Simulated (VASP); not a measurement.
# O (P2/c) in VASP: further runs

The runs below take O through single point, with r2SCAN, r2SCAN+D4.

Program: VASP 6.6.1. These are calculated values, not measurements. Logs are shortened: lines on timing, memory, paths and dates and some standing lists are left out, and cuts for length are marked.

**1. The cell of the first run**

The typed cell holds 4 atoms: a = 4.043 Å, b = 4.026 Å, c = 2.988 Å, α = 90.00°, β = 111.60°, γ = 90.00°.

**2. Single point, r2SCAN**

File POSCAR:

```
O
1.0
    4.0422515653      0.0000000000     -0.0511313397
    0.0000000000      4.0261632083      0.0000000000
   -1.0645947909      0.0000000000      2.7914438857
O
4
Direct
    0.3398634887      0.6842025571      0.6702336616
    0.6601365113      0.6842025571      0.8297663384
    0.6601365113      0.3157974429      0.3297663384
    0.3398634887      0.3157974429      0.1702336616
```

File INCAR.step1:

```
  PREC = Accurate
  ENCUT = 520
  ISMEAR = 0
  SIGMA = 0.01
  LREAL = False
  LASPH = True
  NELM = 60
  NBANDS = 20
  GGA = PE
  ALGO = Normal
  EDIFF = 1E-4
  LWAVE = True
  LCHARG = False
```

File INCAR.step2:

```
  PREC = Accurate
  ENCUT = 520
  EDIFF = 1E-7
  ISMEAR = 0
  SIGMA = 0.01
  LREAL = False
  LASPH = True
  NELM = 60
  ALGO = Normal
  ISIF = 2
  LWAVE = False
  LCHARG = False
  METAGGA = R2SCAN
  LMIXTAU = True
  NBANDS = 20
  ISTART = 1
```

File KPOINTS:

```
Automatic mesh
0
Gamma
  3 3 3
```

Potentials or basis: VASP PAW PBE potentials, release 64 (O).

Command:

```
$ cat potpaw_PBE.64/O/POTCAR > POTCAR
$ cp INCAR.step1 INCAR
$ mpirun -np 1 vasp_std > vasp.out
$ cp INCAR.step2 INCAR
$ mpirun -np 1 vasp_std > vasp.out
```

OUTCAR:

```text
PREC = Accurate
   ENCUT = 520
   EDIFF = 1E-7
   ISMEAR = 0
   LREAL = False
   LASPH = True
   NELM = 60
   ISIF = 2
   METAGGA = R2SCAN
   ISTART = 1

 ion  position               nearest neighbor table
   1  0.340  0.684  0.670-   2 1.20
   2  0.660  0.684  0.830-   1 1.20
   3  0.660  0.316  0.330-   4 1.20
   4  0.340  0.316  0.170-   3 1.20

  LATTYP: Found a simple monoclinic cell.
 ALAT       =     2.9875610514
 B/A-ratio  =     1.3476421533
 C/A-ratio  =     1.3531355071
 COS(beta)  =    -0.3681318586

  Lattice vectors:

 A1 = (  -1.0645947909,   0.0000000000,   2.7914438857)
 A2 = (   0.0000000000,  -4.0261632083,   0.0000000000)
 A3 = (   4.0422515653,   0.0000000000,  -0.0511313397)

Analysis of symmetry for initial positions (statically):
=====================================================================
 Subroutine PRICEL returns:
 Original cell was already a primitive cell.

 Routine SETGRP: Setting up the symmetry group for a
 simple monoclinic supercell.

 Subroutine GETGRP returns: Found  4 space group operations
 (whereof  2 operations were pure point group operations)
 out of a pool of  4 trial point group operations.

The static configuration has the point symmetry S_2 .
 The point group associated with its full space group is C_2h.

Analysis of symmetry for dynamics (positions and initial velocities):
=====================================================================
 Subroutine PRICEL returns:
 Original cell was already a primitive cell.

 Routine SETGRP: Setting up the symmetry group for a
 simple monoclinic supercell.

 Subroutine GETGRP returns: Found  4 space group operations
 (whereof  2 operations were pure point group operations)
 out of a pool of  4 trial point group operations.

The dynamic configuration has the point symmetry S_2 .
 The point group associated with its full space group is C_2h.

 Subroutine INISYM returns: Found  4 space group operations
 (whereof  2 operations are pure point group operations),
 and found     1 'primitive' translations

----------------------------------------------------------------------------------------

                                     Primitive cell

  volume of cell :      45.2109

  direct lattice vectors                    reciprocal lattice vectors
     4.042251565  0.000000000 -0.051131340     0.248586092  0.000000000  0.094805222
     0.000000000  4.026163208  0.000000000     0.000000000  0.248375426  0.000000000
    -1.064594791  0.000000000  2.791443886     0.004553393  0.000000000  0.359974106

  length of vectors
     4.042574938  4.026163208  2.987561051     0.266050888  0.248375426  0.360002904

  position of ions in fractional coordinates (direct lattice)
     0.339863489  0.684202557  0.670233662
     0.660136511  0.684202557  0.829766338
     0.660136511  0.315797443  0.329766338
     0.339863489  0.315797443  0.170233662

  ion indices of the primitive-cell ions
   primitive index   ion index
                 1           1
                 2           2
                 3           3
                 4           4

----------------------------------------------------------------------------------------

 KPOINTS: Automatic mesh

Automatic generation of k-mesh.
 Grid dimensions read from file:
 generate k-points for:    3    3    3

 Generating k-lattice:

  Cartesian coordinates                     Fractional coordinates (reciprocal lattice)
     0.082862031  0.000000000  0.031601741     0.333333333  0.000000000  0.000000000
     0.000000000  0.082791809  0.000000000     0.000000000  0.333333333  0.000000000
     0.001517798  0.000000000  0.119991369     0.000000000  0.000000000  0.333333333

  Length of vectors
     0.088683629  0.082791809  0.120000968

  Shift w.r.t. Gamma in fractional coordinates (k-lattice)
     0.000000000  0.000000000  0.000000000

 Subroutine IBZKPT returns following result:
 ===========================================

 Found     10 irreducible k-points:

 Following reciprocal coordinates:
            Coordinates               Weight
  0.000000  0.000000  0.000000      1.000000
  0.333333  0.000000 -0.000000      2.000000
  0.000000  0.333333  0.000000      2.000000
  0.333333  0.333333 -0.000000      4.000000
 -0.000000  0.000000  0.333333      2.000000
  0.333333  0.000000  0.333333      2.000000
 -0.333333  0.000000  0.333333      2.000000
 -0.000000  0.333333  0.333333      4.000000
  0.333333  0.333333  0.333333      4.000000
 -0.333333  0.333333  0.333333      4.000000
   k-points           NKPTS =     10   k-points in BZ     NKDIM =     10   number of bands    NBANDS=     20
   number of dos      NEDOS =    301   number of ions     NIONS =      4
   total plane-waves  NPLWV =  21600
   dimension x,y,z NGX =    30 NGY =   30 NGZ =   24
   dimension x,y,z NGXF=    60 NGYF=   60 NGZF=   48
   ions per type =               4
   NGX,Y,Z   is equivalent  to a cutoff of  12.34, 12.39, 13.36 a.u.
   NGXF,Y,Z  is equivalent  to a cutoff of  24.67, 24.77, 26.71 a.u.
 SYSTEM =  unknown system
   PREC   = accura    normal or accurate (medium, high low for compatibility)
   ISTART =      1    job   : 0-new  1-cont  2-samecut
   ICHARG =      0    charge: 1-file 2-atom 10-const
   ISPIN  =      1    spin polarized calculation?
   LNONCOLLINEAR =      F non collinear calculations
   LSORBIT =      F    spin-orbit coupling
   LASPH  =      T    aspherical Exc in radial PAW
   ENCUT  =  520.0 eV  38.22 Ry    6.18 a.u.   7.52  7.49  5.55*2*pi/ulx,y,z
   NELM   =     60;   NELMIN=  2; NELMDL=  0     # of ELM steps
   EDIFF  = 0.1E-06   stopping-criterion for ELM
   LREAL  =      F    real-space projection
   EDIFFG = 0.1E-05   stopping-criterion for IOM
   NSW    =      0    number of steps for IOM
   IBRION =     -1    ionic relax: 0-MD 1-quasi-New 2-CG
   NFREE  =      0    steps in history (QN), initial steepest desc. (CG)
   ISIF   =      2    stress and relaxation
   ISYM   =      2    0-nonsym 1-usesym 2-fastsym
   POTIM  = 0.5000    time-step for ionic-motion
   TEBEG  =    0.0;   TEEND  =   0.0 temperature during run
   PSTRESS=    0.0 pullay stress
   NELECT =      24.0000    total number of electrons
   NUPDOWN=      -1.0000    fix difference up-down
   EMIN   =  10.00;   EMAX   =-10.00  energy-range for DOS
   EFERMI =   0.00;   METHOD = LEGACY
   ISMEAR =     0;   SIGMA  =   0.01  broadening in eV -4-tet -1-fermi 0-gaus
   EFERMI_NEDOS =   21; number of points for ismear=-14 and -15
   IALGO  =     38    algorithm
   IMIX   =      4    mixing-type and parameters
     AMIX     =   0.40;   BMIX     =  1.00
     AMIX_MAG =   1.60;   BMIX_MAG =  1.00
  volume/ion in A,a.u.               =      11.30        76.27
  Fermi-wavevector in a.u.,A,eV,Ry     =   1.325554  2.504934 23.906707  1.757093
  Thomas-Fermi vector in A             =   2.455006
   LORBIT       =      0    0 simple, 1 ext, 2 COOP (PROOUT), +10 PAW based schemes
   METAGGA = R2SCAN    functional components
   LHFCALC =     F    Hartree Fock is set to
   AEXX    =    0.0000 exact exchange contribution
   IVDW    =     0    specifies the selected vdW correction
   LEPSILON=     F    determine dielectric tensor
   LRPA    =     F    only Hartree local field effects (RPA)
 non-spin polarized calculation
 Gauss-broadening in eV      SIGMA  =   0.01
  energy-cutoff  :      520.00
  volume of cell :       45.21
 maximum number of plane-waves:      1235
 NGX is ok and might be reduce to    30
   NGX = 15   NGY = 15   NGZ = 11

 number of electron      23.9999993 magnetization

 Free energy of the ion-electron system (eV)
  ---------------------------------------------------
  ext. energy  EPLUGINS =         0.00000000
  ---------------------------------------------------
  free energy    TOTEN  =       -23.13813420 eV

  energy without entropy =      -23.13813420  energy(sigma->0) =      -23.13813420

 E-fermi :  -0.3530     XC(G=0):  -9.8467

 val. band max:       -0.4451596886   @ k =   0.3333   0.3333  -0.0000
 cond. band min:       1.0934144125   @ k =   0.3333   0.3333  -0.0000
 fundamental gap:      1.5385741011
 Fermi energy:        -0.3529938941

 k-point     1 :       0.0000    0.0000    0.0000
  band No.  band energies     occupation
      1     -29.2547      2.00000
      2     -27.4443      2.00000
      3     -15.7321      2.00000
      4     -13.4809      2.00000
      5      -9.4675      2.00000
      6      -8.5528      2.00000
[... 12 lines left out ...]
     19      13.9538      0.00000
     20      16.8578      0.00000

 k-point     2 :       0.3333    0.0000   -0.0000
  band No.  band energies     occupation
      1     -29.2181      2.00000
      2     -27.4349      2.00000
      3     -16.2698      2.00000
      4     -13.6524      2.00000
      5      -8.9414      2.00000
      6      -8.1905      2.00000
[... 12 lines left out ...]
     19      13.5768      0.00000
     20      18.6288      0.00000

 k-point     3 :       0.0000    0.3333    0.0000
  band No.  band energies     occupation
      1     -29.1740      2.00000
      2     -27.5483      2.00000
      3     -15.6238      2.00000
      4     -13.6383      2.00000
      5      -9.3967      2.00000
      6      -8.1959      2.00000
[... 12 lines left out ...]
     19      14.8123      0.00000
     20      16.0954      0.00000

 k-point     4 :       0.3333    0.3333   -0.0000
  band No.  band energies     occupation
      1     -29.1401      2.00000
      2     -27.5355      2.00000
      3     -16.1281      2.00000
      4     -13.8749      2.00000
      5      -8.7289      2.00000
      6      -8.0756      2.00000
[... 107 lines left out ...]
 k-point     9 :       0.3333    0.3333    0.3333
  band No.  band energies     occupation
      1     -28.6746      2.00000
      2     -27.8699      2.00000
      3     -15.5600      2.00000
      4     -14.2062      2.00000
      5      -9.4983      2.00000
      6      -9.1092      2.00000
[... 12 lines left out ...]
     19      14.6972      0.00000
     20      18.1978      0.00000

 k-point    10 :      -0.3333    0.3333    0.3333
  band No.  band energies     occupation
      1     -28.6979      2.00000
      2     -27.8699      2.00000
      3     -15.2125      2.00000
      4     -14.2047      2.00000
      5      -9.4837      2.00000
      6      -9.3370      2.00000
[... 12 lines left out ...]
     19      15.7242      0.00000
     20      16.6143      0.00000

------------------------ aborting loop because EDIFF is reached ----------------------------------------

  FORCE on cell =-STRESS in cart. coord.  units (eV):
  Direction    XX          YY          ZZ          XY          YZ          ZX
  --------------------------------------------------------------------------------------
  -------------------------------------------------------------------------------------
  Total        3.2576571      0.0846996      0.8175164      0.0000000      0.0000000      1.0872769
  in kB      115.4443028      3.0015688     28.9710079      0.0000000      0.0000000     38.5307332
  external PRESSURE =      49.1389598 kB  Pullay stress =       0.0000000 kB

 VOLUME and BASIS-vectors are now :
 -----------------------------------------------------------------------------
  energy-cutoff  :      520.00
  volume of cell :       45.21
      direct lattice vectors                 reciprocal lattice vectors
     4.042251565  0.000000000 -0.051131340     0.248586092  0.000000000  0.094805222
     0.000000000  4.026163208  0.000000000     0.000000000  0.248375426  0.000000000
    -1.064594791  0.000000000  2.791443886     0.004553393  0.000000000  0.359974106

 POSITION                                       TOTAL-FORCE (eV/Angst)
 -----------------------------------------------------------------------------------
      0.66029      2.75471      1.85354        -1.358724      0.007980     -0.518393
      1.78507      2.75471      2.28249         1.358724      0.007980      0.518393
      2.31737      1.27145      0.88677         1.358724     -0.007980      0.518393
      1.19258      1.27145      0.45782        -1.358724     -0.007980     -0.518393
 -----------------------------------------------------------------------------------
    total drift:                                0.000000     -0.000000     -0.000000

  FREE ENERGIE OF THE ION-ELECTRON SYSTEM (eV)
  ---------------------------------------------------
  free  energy   TOTEN  =       -23.1381341973 eV

  energy  without entropy=      -23.1381341973  energy(sigma->0) =      -23.13813420
```

It took 40 s on 1 thread of Intel Xeon 8259CL, shared host; peak memory 0.15 GiB.

What came out:

```
Free energy            : -23.1381 eV
Pressure               : 4.9 GPa
Largest force          : 1.454 eV/Å
Band gap on the k mesh : 1.54 eV
```

Forces on the atoms (eV/Å):
```
O   -1.359  0.008 -0.518
O    1.359  0.008  0.518
O    1.359 -0.008  0.518
O   -1.359 -0.008 -0.518
```

Caveat: the k points lie up to 0.75 Å⁻¹ apart; the standard files for N, O and F lose accuracy on very short bonds; spin is off for a triplet molecule; the PAW data sets were made with another functional, which shifts forces and pressure a little. A k mesh can miss the band edges.

**3. Single point, r2SCAN**

POSCAR is that of step 2.

File INCAR.step1:

```
ALGO     = Normal         # electronic algorithm
EDIFF    = 1E-4           # SCF threshold, eV
ENCUT    = 520            # plane-wave cutoff, eV
GGA      = PE             # functional
ISMEAR   = 0              # smearing method
LASPH    = T              # aspherical terms in the spheres
LCHARG   = F              # write CHGCAR
LREAL    = F              # projectors in reciprocal space
LWAVE    = T              # write WAVECAR
NBANDS   = 20             # bands
NELM     = 100            # most SCF steps
PREC     = Accurate       # precision mode
SIGMA    = 0.01           # smearing width, eV
```

File INCAR.step2:

```
ALGO     = Normal         # electronic algorithm
EDIFF    = 1E-6           # SCF threshold, eV
ENCUT    = 520            # plane-wave cutoff, eV
ISIF     = 2              # what is computed and relaxed
ISMEAR   = 0              # smearing method
ISTART   = 1            
LASPH    = T              # aspherical terms in the spheres
LCHARG   = F              # write CHGCAR
LMIXTAU  = T            
LREAL    = F              # projectors in reciprocal space
LWAVE    = F              # write WAVECAR
METAGGA  = R2SCAN         # meta-GGA
NBANDS   = 20             # bands
NELM     = 100            # most SCF steps
PREC     = Accurate       # precision mode
SIGMA    = 0.01           # smearing width, eV
```

File KPOINTS:

```
k-points
0
Gamma
  6 4 6
```

Potentials or basis: VASP PAW PBE potentials, release 64 (O).

Command:

```
$ cat potpaw_PBE.64/O/POTCAR > POTCAR
$ cp INCAR.step1 INCAR
$ mpirun -np 1 vasp_std > vasp.out
$ cp INCAR.step2 INCAR
$ mpirun -np 1 vasp_std > vasp.out
```

Wall time 2.5 min (1 thread of Intel Xeon 8259CL, shared host); peak memory 0.17 GiB.

Results (log left out):

```
Free energy            : -23.1563 eV
Pressure               : 4.8 GPa
Largest force          : 1.453 eV/Å
Band gap on the k mesh : 0.99 eV (least direct gap 1.03 eV)
```

Forces in eV/Å, atoms in the order of the input:
```
O   -1.357 -0.008 -0.518
O    1.357 -0.008  0.518
O    1.357  0.008  0.518
O   -1.357  0.008 -0.518
```

Stress tensor (GPa, compression positive):
```
11.44  0.00  4.07
 0.00  0.67  0.00
 4.07  0.00  2.29
```

Levels at points of the mesh, in eV from the valence-band top:
| k point | band 8 | band 9 | band 10 | band 11 | band 12 | band 13 | band 14 | band 15 | band 16 | band 17 |
| --- | --- | --- | --- | --- | --- | --- | --- | --- | --- | --- |
| (0.00, 0.00, 0.00) | -6.80 | -4.88 | -4.81 | -0.59 | -0.51 | 1.98 | 2.03 | 9.75 | 12.16 | 12.56 |
| (0.50, 0.00, 0.00) | -6.31 | -4.96 | -4.90 | -1.10 | -0.15 | 2.02 | 2.21 | 7.73 | 10.80 | 11.55 |
| (0.00, 0.50, 0.00) | -7.14 | -5.34 | -5.11 | -0.37 | 0.00 | 1.30 | 1.83 | 10.79 | 12.20 | 12.60 |
| (0.50, 0.50, 0.00) | -6.69 | -5.37 | -5.20 | -0.18 | -0.04 | 0.99 | 2.06 | 8.64 | 10.03 | 12.80 |
| (0.00, 0.00, 0.50) | -7.03 | -5.22 | -5.22 | -1.00 | -1.00 | 1.79 | 1.79 | 10.72 | 10.72 | 13.89 |
| (0.50, 0.00, 0.50) | -7.03 | -5.22 | -5.22 | -1.01 | -1.01 | 1.78 | 1.78 | 10.71 | 10.71 | 13.90 |
| (0.00, 0.50, 0.50) | -7.08 | -4.56 | -4.56 | -1.50 | -1.50 | 2.38 | 2.38 | 10.84 | 10.84 | 13.91 |
| (0.50, 0.50, 0.50) | -7.07 | -4.55 | -4.55 | -1.51 | -1.51 | 2.38 | 2.38 | 10.83 | 10.83 | 13.91 |

Caveat: the standard files for N, O and F lose accuracy on very short bonds; spin is off for a triplet molecule; the stress differs along the axes, from 1 to 11 GPa; the PAW data sets were made with another functional, which shifts forces and pressure a little. A k mesh can miss the band edges.

**4. Single point, r2SCAN+D4**

POSCAR is that of step 3.

File INCAR.step1:

```
PREC = Accurate ; ENCUT = 520
ISMEAR = 0 ; SIGMA = 0.01
LREAL = False ; LASPH = True
NELM = 100 ; NBANDS = 20
GGA = PE ; ALGO = Normal
EDIFF = 1E-4 ; LWAVE = True
LCHARG = False
```

File INCAR.step2:

```
PREC = Accurate ; ENCUT = 520
EDIFF = 1E-7 ; ISMEAR = 0
SIGMA = 0.01 ; LREAL = False
LASPH = True ; NELM = 100
ALGO = Normal ; ISIF = 2
LWAVE = False ; LCHARG = False
METAGGA = R2SCAN ; LMIXTAU = True
IVDW = 13 ; VDW_S6 = 1.0
VDW_S8 = 0.6018749 ; VDW_A1 = 0.51559235
VDW_A2 = 5.77342911 ; NBANDS = 20
ISTART = 1
```

File KPOINTS:

```
Automatic mesh
0
Gamma
  6 4 6
```

Command:

```
$ cat potpaw_PBE.64/O/POTCAR > POTCAR
$ cp INCAR.step1 INCAR
$ mpirun -np 1 vasp_std > vasp.out
$ cp INCAR.step2 INCAR
$ mpirun -np 1 vasp_std > vasp.out
```

Wall time 2.4 min (1 thread of Intel Xeon 8259CL, shared host); peak memory 0.18 GiB.

Results (log left out):

```yaml
Free_energy: -23.2966 eV
Pressure: 4.3 GPa
Largest_force: 1.453 eV/Å
Band_gap_on_the_k_mesh: 0.99 eV (least direct gap 1.03 eV)
Dispersion_energy_per_atom: -0.035 eV
```

Forces on the atoms (eV/Å):
```
O   -1.358 -0.007 -0.518
O    1.358 -0.007  0.518
O    1.358  0.007  0.518
O   -1.358  0.007 -0.518
```

Stress tensor (GPa, compression positive):
```
10.94  0.00  4.06
 0.00  0.17  0.00
 4.06  0.00  1.81
```

Levels at points of the mesh, in eV from the valence-band top:
```csv
k point,band 8,band 9,band 10,band 11,band 12,band 13,band 14,band 15,band 16,band 17
"(0.00, 0.00, 0.00)",-6.80,-4.88,-4.81,-0.59,-0.51,1.98,2.03,9.75,12.16,12.56
"(0.50, 0.00, 0.00)",-6.31,-4.96,-4.90,-1.10,-0.15,2.02,2.21,7.73,10.80,11.55
"(0.00, 0.50, 0.00)",-7.14,-5.34,-5.11,-0.37,0.00,1.30,1.83,10.79,12.20,12.60
"(0.50, 0.50, 0.00)",-6.69,-5.37,-5.20,-0.18,-0.04,0.99,2.06,8.64,10.03,12.80
"(0.00, 0.00, 0.50)",-7.03,-5.22,-5.22,-1.00,-1.00,1.79,1.79,10.72,10.72,13.89
"(0.50, 0.00, 0.50)",-7.03,-5.22,-5.22,-1.01,-1.01,1.78,1.78,10.71,10.71,13.90
"(0.00, 0.50, 0.50)",-7.08,-4.56,-4.56,-1.50,-1.50,2.38,2.38,10.84,10.84,13.91
"(0.50, 0.50, 0.50)",-7.07,-4.55,-4.55,-1.51,-1.51,2.38,2.38,10.83,10.83,13.91
```

Caveat: the standard files for N, O and F lose accuracy on very short bonds; spin is off for a triplet molecule; the stress differs along the axes, from 0 to 11 GPa; the PAW data sets were made with another functional, which shifts forces and pressure a little. A k mesh can miss the band edges.

**5. The runs side by side**

```csv
level,k mesh,gap on the mesh (eV),pressure (GPa),largest force (eV/Å)
r2SCAN,3 × 3 × 3,1.54,4.9,1.45
r2SCAN,6 × 4 × 6,0.99,4.8,1.45
r2SCAN+D4,6 × 4 × 6,0.99,4.3,1.45
```

Alike in all rows: task single point; potentials or basis VASP PAW PBE potentials, release 64 (O); no spin polarisation; cell as given; cutoff (eV) 520; smearing gaussian 0.01 eV.

Caveats: some runs use coarse meshes; the standard files for N, O and F lose accuracy on very short bonds; spin is off for a triplet molecule; the PAW data sets were made with another functional, which shifts forces and pressure a little; the stress differs along the axes, from 1 to 11 GPa (at least some runs); the stress differs along the axes, from 0 to 11 GPa (at least some runs).

Total energies depend on the potentials used, so only differences within one code and one set of settings carry meaning.
